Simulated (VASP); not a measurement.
# GaSb (I-4m2) in VASP: a series of runs

Runs on GaSb. Level: PBE. Tasks: single point.

Program: VASP 6.6.1. These are calculated values, not measurements. Logs are shortened: lines on timing, memory, paths and dates and some standing lists are left out, and cuts for length are marked.

## (1) The cell of the first run

The structure is tetragonal, space group I-4m2 (No. 119). Conventional cell: a = 5.273 Å, b = 5.273 Å, c = 3.036 Å, α = 90.00°, β = 90.00°, γ = 90.00°. Ga (site symmetry -4m2) has 8 Sb at 2.74 to 3.48 Å and 2 Ga at 3.04 Å within 3.6 Å. Sb (site symmetry -4m2) has 8 Ga at 2.74 to 3.48 Å and 2 Sb at 3.04 Å within 3.6 Å.

## (2) Single point, PBE

File INCAR:

```
PREC = Accurate
ENCUT = 520
EDIFF = 1E-7
ISMEAR = 0
SIGMA = 0.15
LREAL = F
LASPH = T
NELM = 100
ALGO = Normal
ISIF = 2
LWAVE = F
LCHARG = T
GGA = PE
LELF = T
LVHAR = T
NBANDS = 16
```

File KPOINTS:

```
regular mesh
0
Gamma
  16 16 16
```

File POSCAR:

```
GaSb
1.0
   -2.6366500000      2.6366500000      1.5178500000
    2.6366500000     -2.6366500000      1.5178500000
    2.6366500000      2.6366500000     -1.5178500000
Ga Sb
1 1
Direct
    0.2500000000      0.7500000000      0.5000000000
    0.0000000000      0.0000000000      0.0000000000
```

Potentials or basis: VASP PAW PBE potentials, release 64 (Ga_d, Sb).

Started as:

```sh
> cat potpaw_PBE.64/Ga_d/POTCAR potpaw_PBE.64/Sb/POTCAR > POTCAR
> mpirun -np 1 vasp_std > vasp.out
```

OUTCAR:

```text
PREC = Accurate
   ENCUT = 520
   EDIFF = 1E-7
   ISMEAR = 0
   LREAL = F
   LASPH = T
   NELM = 100
   ISIF = 2
   GGA = PE

 ion  position               nearest neighbor table
   1  0.250  0.750  0.500-   2 2.74   2 2.74   2 2.74   2 2.74
   2  0.000  0.000  0.000-   1 2.74   1 2.74   1 2.74   1 2.74

  LATTYP: Found a body centered tetragonal cell.
 ALAT       =     5.2733000000
 C/A-ratio  =     0.5756736768

  Lattice vectors:

 A1 = (  -2.6366500000,   2.6366500000,   1.5178500000)
 A2 = (   2.6366500000,  -2.6366500000,   1.5178500000)
 A3 = (   2.6366500000,   2.6366500000,  -1.5178500000)

Analysis of symmetry for initial positions (statically):
=====================================================================
 Subroutine PRICEL returns:
 Original cell was already a primitive cell.

 Routine SETGRP: Setting up the symmetry group for a
 body centered tetragonal supercell.

 Subroutine GETGRP returns: Found  8 space group operations
 (whereof  8 operations were pure point group operations)
 out of a pool of 16 trial point group operations.

The static configuration has the point symmetry D_2d.

Analysis of symmetry for dynamics (positions and initial velocities):
=====================================================================
 Subroutine PRICEL returns:
 Original cell was already a primitive cell.

 Routine SETGRP: Setting up the symmetry group for a
 body centered tetragonal supercell.

 Subroutine GETGRP returns: Found  8 space group operations
 (whereof  8 operations were pure point group operations)
 out of a pool of 16 trial point group operations.

The dynamic configuration has the point symmetry D_2d.

 Subroutine INISYM returns: Found  8 space group operations
 (whereof  8 operations are pure point group operations),
 and found     1 'primitive' translations

----------------------------------------------------------------------------------------

                                     Primitive cell

  volume of cell :      42.2079

  direct lattice vectors                    reciprocal lattice vectors
    -2.636650000  2.636650000  1.517850000     0.000000000  0.189634574  0.329413315
     2.636650000 -2.636650000  1.517850000     0.189634574  0.000000000  0.329413315
     2.636650000  2.636650000 -1.517850000     0.189634574  0.189634574  0.000000000

  length of vectors
     4.025880657  4.025880657  4.025880657     0.380097887  0.380097887  0.268183787

  position of ions in fractional coordinates (direct lattice)
     0.250000000  0.750000000  0.500000000
     0.000000000  0.000000000  0.000000000

  ion indices of the primitive-cell ions
   primitive index   ion index
                 1           1
                 2           2

----------------------------------------------------------------------------------------

 KPOINTS: regular mesh

Automatic generation of k-mesh.
 Grid dimensions read from file:
 generate k-points for:   16   16   16

 Generating k-lattice:

  Cartesian coordinates                     Fractional coordinates (reciprocal lattice)
     0.000000000  0.011852161  0.020588332     0.062500000  0.000000000  0.000000000
     0.011852161  0.000000000  0.020588332     0.000000000  0.062500000  0.000000000
     0.011852161  0.011852161  0.000000000     0.000000000  0.000000000  0.062500000

  Length of vectors
     0.023756118  0.023756118  0.016761487

  Shift w.r.t. Gamma in fractional coordinates (k-lattice)
     0.000000000  0.000000000  0.000000000

 Subroutine IBZKPT returns following result:
 ===========================================

 Found    349 irreducible k-points:

 Following reciprocal coordinates:
            Coordinates               Weight
  0.000000  0.000000  0.000000      1.000000
  0.062500 -0.000000  0.000000      8.000000
  0.125000 -0.000000  0.000000      8.000000
  0.187500 -0.000000  0.000000      8.000000
  0.250000 -0.000000  0.000000      8.000000
  0.312500  0.000000  0.000000      8.000000
[... 16 lines left out ...]
 -0.125000  0.062500 -0.000000     16.000000
 -0.062500  0.062500  0.000000      4.000000
 [... further k-points ...]
   k-points           NKPTS =    349   k-points in BZ     NKDIM =    349   number of bands    NBANDS=     16
   number of dos      NEDOS =    301   number of ions     NIONS =      2
   total plane-waves  NPLWV =  27000
   dimension x,y,z NGX =    30 NGY =   30 NGZ =   30
   dimension x,y,z NGXF=    60 NGYF=   60 NGZF=   60
   ions per type =               1   1
   NGX,Y,Z   is equivalent  to a cutoff of  12.39, 12.39, 12.39 a.u.
   NGXF,Y,Z  is equivalent  to a cutoff of  24.78, 24.78, 24.78 a.u.
 SYSTEM =  unknown system
   PREC   = accura    normal or accurate (medium, high low for compatibility)
   ISTART =      0    job   : 0-new  1-cont  2-samecut
   ICHARG =      2    charge: 1-file 2-atom 10-const
   ISPIN  =      1    spin polarized calculation?
   LNONCOLLINEAR =      F non collinear calculations
   LSORBIT =      F    spin-orbit coupling
   LASPH  =      T    aspherical Exc in radial PAW
   ENCUT  =  520.0 eV  38.22 Ry    6.18 a.u.   7.49  7.49  7.49*2*pi/ulx,y,z
   NELM   =    100;   NELMIN=  2; NELMDL= -5     # of ELM steps
   EDIFF  = 0.1E-06   stopping-criterion for ELM
   LREAL  =      F    real-space projection
   EDIFFG = 0.1E-05   stopping-criterion for IOM
   NSW    =      0    number of steps for IOM
   IBRION =     -1    ionic relax: 0-MD 1-quasi-New 2-CG
   NFREE  =      0    steps in history (QN), initial steepest desc. (CG)
   ISIF   =      2    stress and relaxation
   ISYM   =      2    0-nonsym 1-usesym 2-fastsym
   POTIM  = 0.5000    time-step for ionic-motion
   TEBEG  =    0.0;   TEEND  =   0.0 temperature during run
   PSTRESS=    0.0 pullay stress
   NELECT =      18.0000    total number of electrons
   NUPDOWN=      -1.0000    fix difference up-down
   EMIN   =  10.00;   EMAX   =-10.00  energy-range for DOS
   EFERMI =   0.00;   METHOD = LEGACY
   ISMEAR =     0;   SIGMA  =   0.15  broadening in eV -4-tet -1-fermi 0-gaus
   EFERMI_NEDOS =   21; number of points for ismear=-14 and -15
   IALGO  =     38    algorithm
   IMIX   =      4    mixing-type and parameters
     AMIX     =   0.40;   BMIX     =  1.00
     AMIX_MAG =   1.60;   BMIX_MAG =  1.00
  volume/ion in A,a.u.               =      21.10       142.42
  Fermi-wavevector in a.u.,A,eV,Ry     =   1.232256  2.328627 20.659844  1.518456
  Thomas-Fermi vector in A             =   2.367034
   LORBIT       =      0    0 simple, 1 ext, 2 COOP (PROOUT), +10 PAW based schemes
   GGA     = PE    functional components
   LHFCALC =     F    Hartree Fock is set to
   AEXX    =    0.0000 exact exchange contribution
   IVDW    =     0    specifies the selected vdW correction
   LEPSILON=     F    determine dielectric tensor
   LRPA    =     F    only Hartree local field effects (RPA)
 non-spin polarized calculation
 Gauss-broadening in eV      SIGMA  =   0.15
  energy-cutoff  :      520.00
  volume of cell :       42.21
 maximum number of plane-waves:      1151
 NGX is ok and might be reduce to    30
   NGX = 15   NGY = 15   NGZ = 15

 number of electron      17.9999997 magnetization

 Free energy of the ion-electron system (eV)
  ---------------------------------------------------
  ext. energy  EPLUGINS =         0.00000000
  ---------------------------------------------------
  free energy    TOTEN  =        -6.82669606 eV

  energy without entropy =       -6.81909291  energy(sigma->0) =       -6.82289448

 E-fermi :   8.1782     XC(G=0): -10.8605

 val. band max:        8.1777540377   @ k =   0.3125   0.0625   0.0625
 cond. band min:       8.2021939540   @ k =  -0.2500   0.4375   0.0625
 fundamental gap:      0.0244399163
 Fermi energy:         8.1781951585

 k-point     1 :       0.0000    0.0000    0.0000
  band No.  band energies     occupation
      1      -6.9755      2.00000
      2      -6.8736      2.00000
      3      -6.8685      2.00000
      4      -6.8145      2.00000
      5      -6.8145      2.00000
      6      -4.8404      2.00000
[... 8 lines left out ...]
     15      18.6842      0.00000
     16      19.3959      0.00000

 k-point     2 :       0.0625   -0.0000    0.0000
  band No.  band energies     occupation
      1      -6.9683      2.00000
      2      -6.8745      2.00000
      3      -6.8673      2.00000
      4      -6.8177      2.00000
      5      -6.8177      2.00000
      6      -4.7553      2.00000
[... 8 lines left out ...]
     15      18.4934      0.00000
     16      18.7380      0.00000

 k-point     3 :       0.1250   -0.0000    0.0000
  band No.  band energies     occupation
      1      -6.9481      2.00000
      2      -6.8770      2.00000
      3      -6.8639      2.00000
      4      -6.8268      2.00000
      5      -6.8266      2.00000
      6      -4.5001      2.00000
[... 8 lines left out ...]
     15      17.4577      0.00000
     16      18.1270      0.00000

 k-point     4 :       0.1875   -0.0000    0.0000
  band No.  band energies     occupation
      1      -6.9187      2.00000
      2      -6.8806      2.00000
      3      -6.8603      2.00000
      4      -6.8399      2.00000
      5      -6.8384      2.00000
      6      -4.0756      2.00000
[... 8 lines left out ...]
     15      16.6422      0.00000
     16      18.2204      0.00000

 k-point     5 :       0.2500   -0.0000    0.0000
  band No.  band energies     occupation
      1      -6.8959      2.00000
      2      -6.8776      2.00000
      3      -6.8651      2.00000
      4      -6.8509      2.00000
      5      -6.8433      2.00000
      6      -3.4853      2.00000
[... 8 lines left out ...]
     15      16.0238      0.00000
     16      18.7028      0.00000

 k-point     6 :       0.3125    0.0000    0.0000
  band No.  band energies     occupation
      1      -6.9015      2.00000
      2      -6.8791      2.00000
      3      -6.8734      2.00000
      4      -6.8388      2.00000
      5      -6.8344      2.00000
      6      -2.7382      2.00000
[... 8 lines left out ...]
     15      15.6227      0.00000
     16      19.4057      0.00000

 k-point     7 :       0.3750   -0.0000    0.0000
  band No.  band energies     occupation
      1      -6.9120      2.00000
      2      -6.8926      2.00000
      3      -6.8790      2.00000
      4      -6.8333      2.00000
      5      -6.8054      2.00000
      6      -1.8582      2.00000
[... 8 lines left out ...]
     15      16.4874      0.00000
     16      20.2363      0.00000

 k-point     8 :       0.4375   -0.0000    0.0000
  band No.  band energies     occupation
      1      -6.9203      2.00000
      2      -6.9019      2.00000
      3      -6.8824      2.00000
      4      -6.8294      2.00000
      5      -6.7849      2.00000
      6      -0.9306      2.00000
[... 8 lines left out ...]
     15      18.0167      0.00000
     16      20.2012      0.00000

 k-point     9 :       0.5000   -0.0000    0.0000
  band No.  band energies     occupation
      1      -6.9234      2.00000
      2      -6.9051      2.00000
      3      -6.8835      2.00000
      4      -6.8280      2.00000
      5      -6.7776      2.00000
      6      -0.3863      2.00000
[... 8 lines left out ...]
     15      19.2777      0.00000
     16      19.5830      0.00000
[... 172 lines left out ...]
 k-point    19 :      -0.3750    0.0625   -0.0000
  band No.  band energies     occupation
      1      -6.9062      2.00000
      2      -6.8801      2.00000
      3      -6.8729      2.00000
      4      -6.8369      2.00000
      5      -6.8310      2.00000
      6      -2.5130      2.00000
[... 8 lines left out ...]
     15      16.2729      0.00000
     16      19.1401      0.00000

 k-point    20 :      -0.3125    0.0625   -0.0000
  band No.  band energies     occupation
      1      -6.8999      2.00000
      2      -6.8776      2.00000
      3      -6.8655      2.00000
      4      -6.8497      2.00000
      5      -6.8397      2.00000
      6      -3.2926      2.00000
[... 8 lines left out ...]
     15      16.4155      0.00000
     16      18.4465      0.00000

 k-point    21 :      -0.2500    0.0625   -0.0000
  band No.  band energies     occupation
      1      -6.9170      2.00000
      2      -6.8849      2.00000
      3      -6.8596      2.00000
      4      -6.8397      2.00000
      5      -6.8360      2.00000
      6      -3.9197      2.00000
[... 8 lines left out ...]
     15      16.9497      0.00000
     16      17.9966      0.00000

 k-point    22 :      -0.1875    0.0625   -0.0000
  band No.  band energies     occupation
      1      -6.9459      2.00000
      2      -6.8808      2.00000
      3      -6.8624      2.00000
      4      -6.8271      2.00000
      5      -6.8250      2.00000
      6      -4.3829      2.00000
[... 8 lines left out ...]
     15      17.6186      0.00000
     16      18.0395      0.00000

 k-point    23 :      -0.1250    0.0625   -0.0000
  band No.  band energies     occupation
      1      -6.9666      2.00000
      2      -6.8771      2.00000
      3      -6.8660      2.00000
      4      -6.8180      2.00000
      5      -6.8166      2.00000
      6      -4.6773      2.00000
[... 8 lines left out ...]
     15      18.4116      0.00000
     16      18.7007      0.00000

 k-point    24 :      -0.0625    0.0625    0.0000
  band No.  band energies     occupation
      1      -6.9746      2.00000
      2      -6.8750      2.00000
      3      -6.8679      2.00000
      4      -6.8146      2.00000
      5      -6.8139      2.00000
      6      -4.8015      2.00000
[... 8 lines left out ...]
     15      18.5145      0.00000
     16      19.3681      0.00000

 [... further k-points ...]

------------------------ aborting loop because EDIFF is reached ----------------------------------------

  FORCE on cell =-STRESS in cart. coord.  units (eV):
  Direction    XX          YY          ZZ          XY          YZ          ZX
  --------------------------------------------------------------------------------------
  -------------------------------------------------------------------------------------
  Total        2.7324319      2.7324319      2.2910781      0.0000000      0.0000000      0.0000000
  in kB      103.7208603    103.7208603     86.9674367      0.0000000      0.0000000      0.0000000
  external PRESSURE =      98.1363858 kB  Pullay stress =       0.0000000 kB

 VOLUME and BASIS-vectors are now :
 -----------------------------------------------------------------------------
  energy-cutoff  :      520.00
  volume of cell :       42.21
      direct lattice vectors                 reciprocal lattice vectors
    -2.636650000  2.636650000  1.517850000     0.000000000  0.189634574  0.329413315
     2.636650000 -2.636650000  1.517850000     0.189634574  0.000000000  0.329413315
     2.636650000  2.636650000 -1.517850000     0.189634574  0.189634574  0.000000000

 POSITION                                       TOTAL-FORCE (eV/Angst)
 -----------------------------------------------------------------------------------
      2.63665     -0.00000      0.75892         0.000000      0.000000     -0.000000
      0.00000      0.00000      0.00000        -0.000000     -0.000000      0.000000
 -----------------------------------------------------------------------------------
    total drift:                                0.000001     -0.000001      0.000000

  FREE ENERGIE OF THE ION-ELECTRON SYSTEM (eV)
  ---------------------------------------------------
  free  energy   TOTEN  =        -6.8266960564 eV

  energy  without entropy=       -6.8190929102  energy(sigma->0) =       -6.82289448
```

Wall time 5.6 min (1 thread of Intel Xeon 8259CL, shared host); peak memory 0.37 GiB.

Results:

```yaml
Free_energy: -6.8267 eV
Pressure: 9.8 GPa
Band_gap_on_the_k_mesh: zero (bands 9 and 10 overlap by 5.58 eV)
```

Caveat: the cell stands under pressure; spin-orbit coupling is left out, which moves the levels of the heavy elements.

## (3) Single point, PBE

File INCAR:

```
SYSTEM = GaSb
  PREC = Accurate
  ENCUT = 520
  EDIFF = 1E-6
  ISMEAR = 0
  SIGMA = 0.15
  LREAL = .FALSE.
  LASPH = .TRUE.
  NELM = 100
  ALGO = Normal
  ISIF = 2
  LWAVE = .FALSE.
  LCHARG = .TRUE.
  GGA = PE
  LELF = .TRUE.
  LVHAR = .TRUE.
  NBANDS = 16
```

File KPOINTS:

```
Automatic mesh
0
G
  16 16 16
  0 0 0
```

File POSCAR:

```
GaSb
1.0
   -2.6274500000      2.6274500000      1.5284000000
    2.6274500000     -2.6274500000      1.5284000000
    2.6274500000      2.6274500000     -1.5284000000
Ga Sb
1 1
Direct
    0.2500000000      0.7500000000      0.5000000000
    0.0000000000      0.0000000000      0.0000000000
```

Potentials or basis: VASP PAW PBE potentials, release 64 (Ga_d, Sb).

Started as:

```sh
> cat potpaw_PBE.64/Ga_d/POTCAR potpaw_PBE.64/Sb/POTCAR > POTCAR
> mpirun -np 1 vasp_std > vasp.out
```

Wall time 6.5 min (1 thread of Intel Xeon 8259CL, shared host); peak memory 0.37 GiB.

Results (log left out):

| Property | Result |
| --- | --- |
| Free energy | -6.8225 eV |
| Pressure | 9.9 GPa |
| Band gap on the k mesh | zero (bands 9 and 10 overlap by 5.65 eV) |

Stress tensor (GPa, compression positive):
```
10.79  0.00  0.00
 0.00 10.79  0.00
 0.00  0.00  8.10
```

Levels at points of the mesh, in eV from the Fermi level:
```tsv
k point	band 5	band 6	band 7	band 8	band 9	band 10	band 11	band 12	band 13	band 14
(0.00, 0.00, 0.00)	-15.00	-13.02	-2.44	-2.20	-2.20	3.19	5.76	7.90	7.90	8.12
(0.50, 0.00, 0.00)	-14.97	-8.64	-6.34	-2.51	-1.83	-1.35	2.16	3.64	5.70	8.55
(0.50, 0.50, 0.00)	-14.99	-11.22	-8.91	0.04	1.78	2.60	2.64	5.01	6.78	8.76
(0.50, 0.50, 0.50)	-14.99	-9.63	-6.31	-5.81	-5.81	3.66	5.02	11.96	11.96	13.61
```

Caveat: the cell stands under pressure; spin-orbit coupling is left out, which moves the levels of the heavy elements.

## (4) Single point, PBE

This run uses another cell than the first one, of 21.23 Å³/atom.

Changes to INCAR since step 3:

```diff
@@ -8,3 +8,3 @@
   LASPH = .TRUE.
-  NELM = 100
+  NELM = 80
   ALGO = Normal
```

File KPOINTS:

```
regular mesh
0
G
  16 16 16
  0 0 0
```

File POSCAR:

```
GaSb
1.0
   -2.7012000000      2.7012000000      1.4546000000
    2.7012000000     -2.7012000000      1.4546000000
    2.7012000000      2.7012000000     -1.4546000000
Ga Sb
1 1
Direct
    0.2500000000      0.7500000000      0.5000000000
    0.0000000000      0.0000000000      0.0000000000
```

Started as:

```sh
> cat potpaw_PBE.64/Ga_d/POTCAR potpaw_PBE.64/Sb/POTCAR > POTCAR
> mpirun -np 1 vasp_std > vasp.out
```

Run time: 7.4 min. Hardware: 1 thread of Intel Xeon 8259CL, shared host; peak memory 0.37 GiB.

Results (log left out):

```yaml
Free_energy: -6.8226 eV
Pressure: 9.4 GPa
Band_gap_on_the_k_mesh: zero (bands 9 and 10 overlap by 4.90 eV)
```

Stress tensor (GPa, compression positive):
```
 7.80  0.00  0.00
 0.00  7.80  0.00
 0.00  0.00 12.50
```

Levels at points of the mesh, in eV from the Fermi level:
```csv
k point,band 7,band 8,band 9,band 10,band 11,band 12
"(0.00, 0.00, 0.00)",-3.35,-2.56,-2.56,2.86,6.99,7.25
"(0.50, 0.00, 0.00)",-6.17,-2.66,-1.48,-1.46,2.26,3.46
"(0.50, 0.50, 0.00)",-8.96,-0.47,1.44,1.81,1.92,6.21
"(0.50, 0.50, 0.50)",-6.62,-5.88,-5.88,5.18,6.56,10.82
```

Caveat: the cell stands under pressure; spin-orbit coupling is left out, which moves the levels of the heavy elements.

## (5) Summary

```csv
cell,gap on the mesh (eV),pressure (GPa)
"a = 4.026 Å, angles 98.2, 98.2, 135.7°, 2 atoms",none,9.8
"a = 4.018 Å, angles 98.3, 98.3, 135.3°, 2 atoms",none,9.9
"a = 4.088 Å, angles 97.3, 97.3, 138.3°, 2 atoms",none,9.4
```

Alike in all rows: task single point; level PBE; potentials or basis VASP PAW PBE potentials, release 64 (Ga_d, Sb); no spin polarisation; k mesh 16 × 16 × 16; cutoff (eV) 520; smearing gaussian 0.15 eV.

Caveats: the cell stands under pressure; spin-orbit coupling is left out, which moves the levels of the heavy elements.

Total energies depend on the potentials used, so only differences within one code and one set of settings carry meaning.
